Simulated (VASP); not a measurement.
The system is HfAl3N.

```
Hf Al N
1.0
     4.09348    0.00000    0.00000
     0.00000    4.09348    0.00000
     0.00000    0.00000    4.09348
Hf Al N
1 3 1
Direct
  0.00000 0.00000 0.00000
  0.00000 0.50000 0.50000
  0.50000 0.00000 0.50000
  0.50000 0.50000 0.00000
  0.50000 0.50000 0.50000
```

| Property | Result |
| --- | --- |
| Program | VASP 6.6.1 |
| Task | relaxation of cell and atoms |
| Functional | PBE |
| Potentials or basis | VASP PAW PBE potentials, release 64 (Hf_pv, Al, N) |
| Cutoff | 600 eV |
| k mesh | 4 × 4 × 4 |
| Occupations | gaussian, width 0.1 eV |
| Spin | no spin polarisation |

At the start: pressure 8.7 GPa; volume 13.72 Å³/atom.

Problem. Where does the relaxation end?

Solution. Over 3 steps the energy falls by 23.0 meV/atom and the volume is 14.61 Å³/atom (+6.5 %); space group Pm-3m (No. 221, to 0.05 Å).

The path:
| step | energy change (eV) | largest force (eV/Å) | pressure (GPa) | volume (Å³) |
| --- | --- | --- | --- | --- |
| 1 | 0.0000 | 0.0000 | 8.73 | 68.59 |
| 2 | -0.0654 | 0.0000 | -4.69 | 76.29 |
| 3 | -0.1152 | 0.0000 | -0.02 | 73.07 |

Final structure:
```
Hf Al N
1.0
     4.18060    0.00000    0.00000
     0.00000    4.18060    0.00000
     0.00000    0.00000    4.18060
Hf Al N
1 3 1
Cartesian
  0.0000 0.0000 0.0000
  0.0000 2.0903 2.0903
  2.0903 0.0000 2.0903
  2.0903 2.0903 0.0000
  2.0903 2.0903 2.0903
```

Caveat: the k points lie up to 0.38 Å⁻¹ apart in the final cell.
